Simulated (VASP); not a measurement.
Write the native input for VASP 6.6.1 that does the following.

| Quantity | Value |
| --- | --- |
| Task | single point |
| Functional | PBEsol |
| Potentials or basis | VASP PAW PBE potentials, release 64 (Hg, Te) |
| Cutoff | 500 eV |
| k mesh | 4 × 4 × 4 |
| Occupations | fermi-dirac, width 0.02 eV |
| Spin | collinear spin, zero start |
| Starting moments | [0.0, 0.0] μB |
| Dipole correction | no |
| Further INCAR settings | ALGO = Normal; EDIFF = 1e-06; NBANDS = 20 |

The structure of HgTe lies in POSCAR:

```
HgTe
1.0
    0.0000000000      3.2891578872      3.2891578872
    3.2891578872      0.0000000000      3.2891578872
    3.2891578872      3.2891578872      0.0000000000
Hg Te
1 1
Direct
    0.0000000000      0.0000000000      0.0000000000
    0.2500000000      0.2500000000      0.2500000000
```

The input as run:

INCAR

```
SYSTEM = HgTe
  PREC = Accurate
  ENCUT = 500
  EDIFF = 1E-6
  ISMEAR = -1
  SIGMA = 0.02
  LREAL = .FALSE.
  LASPH = .TRUE.
  NELM = 200
  ALGO = Normal
  ISIF = 2
  LWAVE = .FALSE.
  LCHARG = .TRUE.
  ISPIN = 2
  MAGMOM = 0 0
  LORBIT = 11
  GGA = PS
  LELF = .TRUE.
  LVHAR = .TRUE.
  NBANDS = 20
  GGA_COMPAT = .FALSE.
```

KPOINTS

```
regular mesh
0
G
  4 4 4
  0 0 0
```

Potentials or basis: VASP PAW PBE potentials, release 64 (Hg, Te).

Command:

```bash
$ cat potpaw_PBE.64/Hg/POTCAR potpaw_PBE.64/Te/POTCAR > POTCAR
$ mpirun -np 1 vasp_std > vasp.out
```

It gave:

```
Pressure                                              : -0.7 GPa
Band gap on the k mesh                                : zero (filled and empty bands touch)
Net moment                                            : 0.00 μB per cell
Valence electrons inside the program's atomic spheres : Hg 10.48; Te 3.35
```

Caveat: the k points lie up to 0.41 Å⁻¹ apart; semilocal functionals underestimate gaps, and a narrow one can read as zero; the PAW data sets were made with another functional, which shifts forces and pressure a little; spin-orbit coupling is left out, which moves the levels of the heavy elements.

Wall time 48 s on 1 thread of Intel Xeon 8259CL, with other jobs on the host, peak memory 0.24 GiB.
